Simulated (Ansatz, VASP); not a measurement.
**Two plane-wave programs on Sn4Se**

Contents of INCAR:

```
PREC = Accurate ; ENCUT = 600
EDIFF = 1E-6 ; ISMEAR = 0
SIGMA = 0.1 ; LREAL = False
LASPH = True ; NELM = 100
ALGO = Fast ; ISIF = 3
LWAVE = False ; LCHARG = False
GGA = PE ; IBRION = 2
NSW = 100 ; EDIFFG = -0.01
```

The input KPOINTS:

```
regular mesh
0
Gamma
  6 6 6
```

Contents of POSCAR:

```
Sn4Se
1.0
    0.0000000000      5.4359378263      5.4359378263
    5.4359378263      0.0000000000      5.4359378263
    5.4359378263      5.4359378263      0.0000000000
Sn Se
8 2
Direct
    0.8545446020      0.8545446020      0.8545446020
    0.8545446020      0.8545446020      0.4363661939
    0.8545446020      0.4363661939      0.8545446020
    0.4363661939      0.8545446020      0.8545446020
    0.3954553980      0.3954553980      0.8136338061
    0.3954553980      0.3954553980      0.3954553980
    0.3954553980      0.8136338061      0.3954553980
    0.8136338061      0.3954553980      0.3954553980
    0.2500000000      0.2500000000      0.2500000000
    0.0000000000      0.0000000000      0.0000000000
```

Input for Ansatz:

```yaml
crystal:
  lattice:
    - [0.0, 5.4359378263, 5.4359378263]
    - [5.4359378263, 0.0, 5.4359378263]
    - [5.4359378263, 5.4359378263, 0.0]
  atoms:
    - { symbol: Sn, position: [0.854544602, 0.854544602, 0.854544602] }
    - { symbol: Sn, position: [0.854544602, 0.854544602, 0.4363661939] }
    - { symbol: Sn, position: [0.854544602, 0.4363661939, 0.854544602] }
    - { symbol: Sn, position: [0.4363661939, 0.854544602, 0.854544602] }
    - { symbol: Sn, position: [0.395455398, 0.395455398, 0.8136338061] }
    - { symbol: Sn, position: [0.395455398, 0.395455398, 0.395455398] }
    - { symbol: Sn, position: [0.395455398, 0.8136338061, 0.395455398] }
    - { symbol: Sn, position: [0.8136338061, 0.395455398, 0.395455398] }
    - { symbol: Se, position: [0.25, 0.25, 0.25] }
    - { symbol: Se, position: [0.0, 0.0, 0.0] }
basis:
  ecutwfc: 420
kpoints:
  mp_grid: { grid: [6, 6, 6] }
hamiltonian:
  xc: pbe
scf:
  occupations: { method: gaussian, width: 0.1 }
output:
  forces: true
  stress: true
  eigenvalues: true
relax:
  adjacent_minimum: "off"
  f_tol: 0.01
  max_steps: 80
  cell: { stress_tol: 0.05 }
```

Alike in both runs: task relaxation of cell and atoms; functional PBE; k mesh 6 × 6 × 6; occupations gaussian, width 0.1 eV; no spin polarisation.

|  | VASP | Ansatz |
| --- | --- | --- |
| version | VASP 6.6.1 | Ansatz 0.2.0 |
| potentials or method | VASP PAW PBE potentials, release 64 (Sn_d, Se), cutoff 600 eV | scalar-relativistic, plane waves, PAW |
| valence electrons in the cell | 124 | 144 |

```csv
,VASP,Ansatz,Ansatz less VASP
"gap on the k mesh at the Fermi level, each at its own relaxed structure (eV)",none,none,-
relaxed volume (Å³/atom),31.85,31.86,+0.006
relaxed length of the cell vector where the two differ most in proportion (Å),7.666,7.666,+0.0005
```

A gap of «none» marks a metal or a gap that the smearing closes. VASP's potentials hold 124 valence electrons a cell and Ansatz's 144, so a difference there can come from the potentials and not from the codes.
